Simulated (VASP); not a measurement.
Input of a VASP 6.6.1 run:

The input INCAR:

```
ALGO = Fast
EDIFF = 1E-6
ENCUT = 520
GGA = PE
ISIF = 2
ISMEAR = 0
IVDW = 12
LASPH = True
LCHARG = False
LREAL = Auto
LWAVE = False
NBANDS = 50
NELM = 100
PREC = Accurate
SIGMA = 0.02
```

KPOINTS

```
k-points
0
Gamma
  6 4 4
```

The input POSCAR:

```
H2CNO
1.0
    3.5429107179      0.0000000000     -0.0289520504
    0.0000000000      6.2030735434      0.0000000000
   -3.4983168380      0.0000000000      8.3119552419
H C N O
8 4 4 4
Direct
    0.7057470086      0.8294675021      0.9010411173
    0.2942529914      0.3294675021      0.5989588827
    0.2942529914      0.1705324979      0.0989588827
    0.7057470086      0.6705324979      0.4010411173
    0.9788450297      0.6174190189      0.1285361011
    0.0211549703      0.1174190189      0.3714638989
    0.0211549703      0.3825809811      0.8714638989
    0.9788450297      0.8825809811      0.6285361011
    0.1092636038      0.7807424820      0.1395658330
    0.8907363962      0.2807424820      0.3604341670
    0.8907363962      0.2192575180      0.8604341670
    0.1092636038      0.7192575180      0.6395658330
    0.9360742879      0.8962892718      0.0041738615
    0.0639257121      0.3962892718      0.4958261385
    0.0639257121      0.1037107282      0.9958261385
    0.9360742879      0.6037107282      0.5041738615
    0.3874050100      0.8496340985      0.2652634615
    0.6125949900      0.3496340985      0.2347365385
    0.6125949900      0.1503659015      0.7347365385
    0.3874050100      0.6503659015      0.7652634615
```

Potentials or basis: VASP PAW PBE potentials, release 64 (H, C, N, O).

Command:

```console
$ cat potpaw_PBE.64/H/POTCAR potpaw_PBE.64/C/POTCAR potpaw_PBE.64/N/POTCAR potpaw_PBE.64/O/POTCAR > POTCAR
$ mpirun -np 1 vasp_std > vasp.out
```

(1) Estimate the band gap on the k mesh.

(2) Estimate the pressure.

(3) What does it give for the largest force?

(4) Predict the dispersion energy per atom.

Results:

(1) 3.54 eV.

(2) 0.4 GPa.

(3) 0.379 eV/Å.

(4) -0.071 eV.
